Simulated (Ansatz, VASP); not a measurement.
## WSe2 in VASP and in Ansatz

The input INCAR:

```
  ALGO = Normal
  EDIFF = 1E-6
  ENCUT = 520
  GGA = PE
  ISIF = 2
  ISMEAR = 0
  IVDW = 12
  LASPH = True
  LCHARG = True
  LELF = True
  LREAL = False
  LVHAR = True
  LWAVE = False
  NBANDS = 35
  NELM = 100
  PREC = Accurate
  SIGMA = 0.02
```

KPOINTS

```
k-points
0
Gamma
  12 12 2
```

Contents of POSCAR:

```
WSe2
1.0
    3.1806693618      0.0000000000      0.0000000000
   -1.5903346809      2.7545404684      0.0000000000
    0.0000000000      0.0000000000     12.4090386395
W Se
2 4
Direct
    0.6666666667      0.3333333333      0.2500000000
    0.3333333333      0.6666666667      0.7500000000
    0.3333333333      0.6666666667      0.3878905955
    0.6666666667      0.3333333333      0.8878905955
    0.3333333333      0.6666666667      0.1121094045
    0.6666666667      0.3333333333      0.6121094045
```

Input for Ansatz:

```yaml
crystal:
  lattice:
    - [3.1806693618, 0.0, 0.0]
    - [-1.5903346809, 2.7545404684, 0.0]
    - [0.0, 0.0, 12.4090386395]
  atoms:
    - { symbol: W, position: [0.6666666667, 0.3333333333, 0.25] }
    - { symbol: W, position: [0.3333333333, 0.6666666667, 0.75] }
    - { symbol: Se, position: [0.3333333333, 0.6666666667, 0.3878905955] }
    - { symbol: Se, position: [0.6666666667, 0.3333333333, 0.8878905955] }
    - { symbol: Se, position: [0.3333333333, 0.6666666667, 0.1121094045] }
    - { symbol: Se, position: [0.6666666667, 0.3333333333, 0.6121094045] }
basis:
  ecutwfc: 420
kpoints:
  mp_grid: { grid: [12, 12, 2] }
  band_path: { path: [VBM, CBM], npoints: 2 }
hamiltonian:
  xc: pbe
  dispersion: d3bj
scf:
  occupations: { method: gaussian, width: 0.02 }
output:
  forces: true
  stress: true
  eigenvalues: true
checkpoint:
  read: start.run
  write: ck
  compress: false
  write_wavefunctions: false
  write_every: 100000
```

Alike in both runs: task single point; functional PBE; dispersion D3(BJ); k mesh 12 × 12 × 2; occupations gaussian, width 0.02 eV; no spin polarisation.

```csv
,VASP,Ansatz
version,VASP 6.6.1,Ansatz 0.2.0
potentials or method,"VASP PAW PBE potentials, release 64 (W_sv, Se), cutoff 520 eV","scalar-relativistic, plane waves, PAW"
valence electrons in the cell,52,92
```

|  | VASP | Ansatz | Ansatz less VASP |
| --- | --- | --- | --- |
| gap on the k mesh at the Fermi level (eV) | 0.70 | 0.71 | +0.006 |
| least direct gap on the mesh (eV) | 1.45 | 1.45 | +0.001 |
| pressure (GPa) | 8.0 | 7.6 | -0.43 |
| traceless stress, the component that is largest in VASP (GPa) | -3.03 | -3.15 | -0.115 |
| rms of the force components (eV/Å) | 0.026 | 0.000 | -0.0257 |

Atom by atom the forces differ by 0.026 eV/Å (rms over components). VASP's potentials hold 52 valence electrons a cell and Ansatz's 92, so a difference there can come from the potentials and not from the codes.

Spin-orbit coupling is off throughout.
